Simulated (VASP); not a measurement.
Wanted: the native input for a VASP 6.6.1 run.

- Task: single point
- Functional: PBE
- Potentials or basis: VASP PAW PBE potentials, release 64 (Y_sv, F)
- Cutoff: 520 eV
- k mesh: 6 × 6 × 6
- Occupations: gaussian, width 0.1 eV
- Spin: no spin polarisation
- Dipole correction: no
- Further INCAR settings: ALGO = Normal; EDIFF = 1e-06; NBANDS = 22

The structure of Y2F lies in POSCAR:

```
Y2F
1.0
   -2.1743971466      2.1743971466      3.5662349089
    2.1743971466     -2.1743971466      3.5662349089
    2.1743971466      2.1743971466     -3.5662349089
Y F
2 1
Direct
    0.5930000000      0.5930000000      0.0000000000
    0.4070000000      0.4070000000      0.0000000000
    0.0000000000      0.0000000000      0.0000000000
```

The input as run:

INCAR

```
SYSTEM = Y2F
PREC = Accurate
ENCUT = 520
EDIFF = 1E-6
ISMEAR = 0
SIGMA = 0.1
LREAL = .FALSE.
LASPH = .TRUE.
NELM = 80
ALGO = Normal
ISIF = 2
LWAVE = .FALSE.
LCHARG = .TRUE.
GGA = PE
LELF = .TRUE.
LVHAR = .TRUE.
NBANDS = 22
```

KPOINTS

```
regular mesh
0
G
  6 6 6
  0 0 0
```

Potentials or basis: VASP PAW PBE potentials, release 64 (Y_sv, F).

Run with:

```sh
$ cat potpaw_PBE.64/Y_sv/POTCAR potpaw_PBE.64/F/POTCAR > POTCAR
$ mpirun -np 1 vasp_std > vasp.out
```

It gave:

The pressure is -110.1 GPa and the largest force is 100.582 eV/Å.

Caveat: an odd number of electrons without spin polarisation forces a metal; a magnetic or distorted state may lie lower.

Run time: 75 s on 1 thread of Intel(R) Xeon(R) Platinum 8175M CPU @ 2.50GHz (Skylake/Cascade Lake), with other jobs on the host, peak memory 0.23 GiB.
